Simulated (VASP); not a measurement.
Input of a VASP 6.6.1 run:

INCAR

```
SYSTEM = AlN
ALGO     = Normal         ! electronic algorithm
EDIFF    = 1E-6           ! SCF threshold, eV
ENCUT    = 520            ! plane-wave cutoff, eV
GGA      = PE             ! functional
ISIF     = 2              ! what is computed and relaxed
ISMEAR   = -1             ! smearing method
LASPH    = .TRUE.         ! aspherical terms in the spheres
LCHARG   = .FALSE.        ! write CHGCAR
LREAL    = Auto         
LWAVE    = .FALSE.        ! write WAVECAR
NBANDS   = 246            ! bands
NELM     = 80             ! most SCF steps
PREC     = Accurate       ! precision mode
SIGMA    = 0.05           ! smearing width, eV
```

The input KPOINTS:

```
k-points
0
G
  1 1 1
  0 0 0
```

Contents of POSCAR:

```
AlN
1.0
    9.3414480000      0.0000000000      0.0000000000
    0.0000000000     10.7865750000      0.0000000000
    0.0000000000      0.0000000000      9.9670570000
Al N
48 48
Direct
    0.1558050000      0.0874860000      0.2409680000
    0.1811740000      0.0913070000      0.7369180000
    0.0257840000      0.3355970000      0.2179390000
    0.9985720000      0.3473370000      0.7163080000
    0.5273420000      0.0685500000      0.2368890000
    0.4920400000      0.0903340000      0.7402980000
    0.3601870000      0.3353190000      0.2677670000
    0.3315640000      0.3578420000      0.7755260000
    0.1857860000      0.5901300000      0.2757940000
    0.1706640000      0.5854880000      0.7496020000
    0.0029850000      0.8489130000      0.2463380000
    0.9887750000      0.8472760000      0.7574020000
    0.8152430000      0.0859160000      0.2536810000
    0.8265550000      0.0846650000      0.7529680000
    0.6809810000      0.3420340000      0.2673680000
    0.6793060000      0.3409800000      0.7291660000
    0.4947410000      0.5680140000      0.2528330000
    0.4884950000      0.5712160000      0.7586520000
    0.3699770000      0.8336880000      0.2272440000
    0.3683310000      0.8167650000      0.7591150000
    0.8609540000      0.5867320000      0.2381240000
    0.8116590000      0.5724680000      0.7514730000
    0.6465880000      0.8478410000      0.2232190000
    0.6811310000      0.8499220000      0.7817130000
    0.9894970000      0.1758660000      0.5088870000
    0.9753950000      0.1583610000      0.0117030000
    0.3395140000      0.1488390000      0.5129950000
    0.3083710000      0.1600520000      0.0154360000
    0.1611720000      0.3959900000      0.4750040000
    0.1732220000      0.3968090000      0.0154460000
    0.0071050000      0.6542880000      0.4968820000
    0.9905380000      0.6558990000      0.9816710000
    0.6821510000      0.1707850000      0.4990610000
    0.6581180000      0.1686520000      0.0066090000
    0.4863700000      0.4017470000      0.4933700000
    0.5081810000      0.3954050000      0.9935750000
    0.3405520000      0.6484650000      0.4819550000
    0.3465470000      0.6764110000      0.9949590000
    0.1788370000      0.9129290000      0.4750630000
    0.1849500000      0.9169750000      0.0046120000
    0.8501030000      0.4316000000      0.4896660000
    0.8530050000      0.4285720000      0.9958380000
    0.6577330000      0.7033490000      0.5127320000
    0.6499210000      0.6694900000      0.9890060000
    0.5327770000      0.9434930000      0.4774450000
    0.4753970000      0.9304560000      0.9896490000
    0.8037610000      0.9022480000      0.4963930000
    0.8189740000      0.9219940000      0.9797370000
    0.9606040000      0.1589490000      0.1784450000
    0.0110930000      0.1661020000      0.6955350000
    0.3398470000      0.1526980000      0.1958610000
    0.3544640000      0.1638490000      0.7222420000
    0.1759320000      0.4163900000      0.1817760000
    0.1904950000      0.4390150000      0.6961640000
    0.9729900000      0.6617760000      0.1866670000
    0.0164590000      0.6578040000      0.6901810000
    0.6625470000      0.1479310000      0.2091390000
    0.6674820000      0.1710700000      0.6919900000
    0.4881930000      0.3969930000      0.1916960000
    0.4747790000      0.4117750000      0.6886660000
    0.3288140000      0.6703370000      0.1884670000
    0.3486610000      0.6784780000      0.6738120000
    0.1387350000      0.9259620000      0.1896430000
    0.1773110000      0.9157470000      0.6916380000
    0.8358360000      0.4055440000      0.1908850000
    0.8324390000      0.4334160000      0.7035220000
    0.6647530000      0.6488650000      0.1990120000
    0.6923580000      0.6717210000      0.6702510000
    0.4986440000      0.9156160000      0.1856390000
    0.4999070000      0.9115960000      0.7020840000
    0.8269850000      0.9138700000      0.1982530000
    0.8235040000      0.8959120000      0.6673600000
    0.1813400000      0.1069690000      0.4348960000
    0.1598990000      0.0960690000      0.9425070000
    0.9862870000      0.3362270000      0.4423440000
    0.0062770000      0.3438900000      0.9268790000
    0.5392460000      0.1007950000      0.4388060000
    0.5067430000      0.0786510000      0.9525450000
    0.3626600000      0.3464400000      0.4524380000
    0.3278720000      0.3334760000      0.9608480000
    0.1978490000      0.5880110000      0.4216610000
    0.1597790000      0.5975770000      0.9193720000
    0.9933330000      0.8375460000      0.4353640000
    0.9953880000      0.8334830000      0.9177370000
    0.8131660000      0.0781300000      0.4302090000
    0.8432040000      0.0780910000      0.9185800000
    0.6745280000      0.3627470000      0.4150180000
    0.6765720000      0.3336490000      0.9249970000
    0.4831550000      0.5907050000      0.4348290000
    0.4844800000      0.5825950000      0.9344620000
    0.3506950000      0.8389800000      0.4468220000
    0.3419800000      0.8322070000      0.9432070000
    0.8273570000      0.5783470000      0.4573570000
    0.8272110000      0.5810650000      0.9365550000
    0.6738100000      0.8289250000      0.4499850000
    0.6731110000      0.7917310000      0.9529550000
```

Potentials or basis: VASP PAW PBE potentials, release 64 (Al, N).

Run with:

```console
$ cat potpaw_PBE.64/Al/POTCAR potpaw_PBE.64/N/POTCAR > POTCAR
$ mpirun -np 1 vasp_gam > vasp.out
```

Problem. What does it give for the largest force?

Solution. 30.512 eV/Å.

Problem. Estimate the band gap on the k mesh.

Solution. 1.62 eV.

Forces on the atoms (eV/Å):
```
Al    0.493   0.411   1.106
Al   -1.208  -3.008   2.218
Al   -6.855  -2.155   2.048
Al    2.566  -0.096   3.959
Al   -9.958   0.481   2.990
Al   10.224  -6.837   3.080
Al   -7.341  -5.584   1.316
Al   -1.784  -3.960   0.100
Al   -3.621   0.329 -19.068
Al    0.798   4.217  -1.755
Al   -6.046  -5.564   2.172
Al    3.456  -2.024  -8.761
Al    3.780  -3.959   0.729
Al    1.235   0.143  -5.604
Al   -1.238  -2.579 -13.926
Al   -3.198  -0.988   2.159
Al    1.786   1.570  -0.513
Al    0.628   2.054  -4.492
Al  -10.619  -5.902   6.480
Al   -5.131   1.538  -2.188
Al  -18.179 -11.340   8.598
Al    3.016   8.458   1.143
Al    9.150  -7.654   2.335
Al   -2.657  -3.354  -5.059
Al    0.764  -3.157  -1.421
Al    3.361   1.706  -5.767
Al    2.972   2.424   0.145
Al    3.959   2.243  -0.670
Al    3.818   2.826   2.601
Al   -2.582   3.818  -5.591
Al   -0.912   2.336   1.672
Al    1.356   2.709   0.844
Al    1.566   4.159   2.004
Al    1.645   0.889  -0.467
Al   24.003  14.933   9.117
Al   -0.425   2.249   1.625
Al   -1.486   8.941   7.668
Al   -4.799  -3.495   1.488
Al   -1.502   0.125   2.995
Al   -4.978   0.707  -1.821
Al   -4.600  -1.680   1.583
Al   -2.056  -2.599   0.424
Al   -2.434 -14.707  -0.411
Al   -1.387 -24.512   8.514
Al   -3.700  -4.783   3.197
Al    3.700  -2.165   1.025
Al   12.750   6.469   0.026
Al    2.954  -2.877   3.918
N     4.964   2.288   3.943
N    -2.194   1.689  -1.641
N    -0.332   0.647   0.838
N    -9.953   6.915  -4.400
N     2.655   1.511   5.866
N    -3.367  -6.044  -3.907
N    18.092  11.994  -7.380
N    -2.963   1.528  -1.588
N     3.147   8.669  -6.035
N     0.474   0.103  -1.286
N     8.341   4.467  -4.249
N     6.104   0.812  -0.859
N     1.551   0.162  -1.422
N    -0.269  -3.879   1.144
N     7.292   1.968  -2.855
N    -0.299   1.303  -0.320
N     2.846   1.548  -1.700
N     1.429  -8.427  -5.003
N    -1.054   1.719  -1.660
N    -2.918  -0.072   7.214
N     1.906   6.057  -4.947
N     4.510   3.891  -0.319
N    -1.588   1.525  -2.370
N     0.892   3.548   5.470
N    -3.646  -1.382  -0.597
N    -1.588  -2.569  -0.080
N     3.331  -2.178  -1.049
N     0.173  -1.780   1.509
N    -7.590  -1.822  -1.641
N    -0.670   3.282  -1.410
N   -25.539 -14.075  -8.981
N     3.240  -2.233  -2.048
N    -7.493  -4.593  13.950
N     2.451  -0.787   5.698
N     1.193  -0.391  -0.160
N    -0.435   0.265   8.794
N     4.427  -0.352   2.873
N    -3.216  -0.118   4.651
N    -1.025  -0.911  16.481
N    -0.346  -0.795   1.498
N     9.598  -5.204  -2.173
N     2.373  -1.910   1.353
N     1.391   0.962  -3.158
N    -1.349   0.553   0.317
N     1.745   5.940  -3.381
N    -1.901   0.700  -0.201
N    -8.566   7.257 -10.375
N     2.897  27.463  -6.169
```

Caveat: the k points lie up to 0.67 Å⁻¹ apart; an odd mesh through Γ misses points on the zone boundary, where band edges can lie; forces of over 1 eV/Å act on the atoms, so gaps and moduli don't describe the material at rest.
